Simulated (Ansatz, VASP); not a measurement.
**InP in VASP and in Ansatz**

INCAR

```
SYSTEM = InP
PREC = Accurate ; ENCUT = 520
EDIFF = 1E-6 ; ISMEAR = 0
SIGMA = 0.15 ; LREAL = .FALSE.
LASPH = .TRUE. ; NELM = 80
ALGO = Normal ; ISIF = 2
LWAVE = .FALSE. ; LCHARG = .FALSE.
GGA = PS ; NBANDS = 16
```

File KPOINTS:

```
regular mesh
0
G
  16 16 16
  0 0 0
```

The input POSCAR:

```
InP
1.0
    0.0000000000      2.4940722268      3.7411083402
    2.4940722268      0.0000000000      3.7411083402
    2.4940722268      2.4940722268      0.0000000000
In P
1 1
Direct
    0.0000000000      0.0000000000      0.0000000000
    0.5000000000      0.5000000000      0.5000000000
```

Input for Ansatz:

```yaml
crystal:
  lattice:
    - [0.0, 2.4940722268, 3.7411083402]
    - [2.4940722268, 0.0, 3.7411083402]
    - [2.4940722268, 2.4940722268, 0.0]
  atoms:
    - { symbol: In, position: [0.0, 0.0, 0.0] }
    - { symbol: P, position: [0.5, 0.5, 0.5] }
basis:
  ecutwfc: 420
kpoints:
  mp_grid: { grid: [16, 16, 16] }
hamiltonian:
  xc: pbesol
scf:
  occupations: { method: gaussian, width: 0.15 }
output:
  forces: true
  stress: true
  eigenvalues: true
```

Alike in both runs: task single point; functional PBEsol; k mesh 16 × 16 × 16; occupations gaussian, width 0.15 eV; no spin polarisation.

```csv
,VASP,Ansatz
version,VASP 6.6.1,Ansatz 0.2.0
potentials or method,"VASP PAW PBE potentials, release 64 (In_d, P), cutoff 520 eV","scalar-relativistic, plane waves, PAW"
valence electrons in the cell,18,18
```

```tsv
	VASP	Ansatz	Ansatz less VASP
gap on the k mesh at the Fermi level (eV)	none	none	-
pressure (GPa)	7.6	7.6	+0.03
traceless stress, the component that is largest in VASP (GPa)	-12.83	-12.83	+0.003
```

VASP's potentials were made for PBE, not for PBEsol. A gap of «none» marks a metal or a gap that the smearing closes. The functional is the same, so the differences come from potentials, cutoffs and numerics.
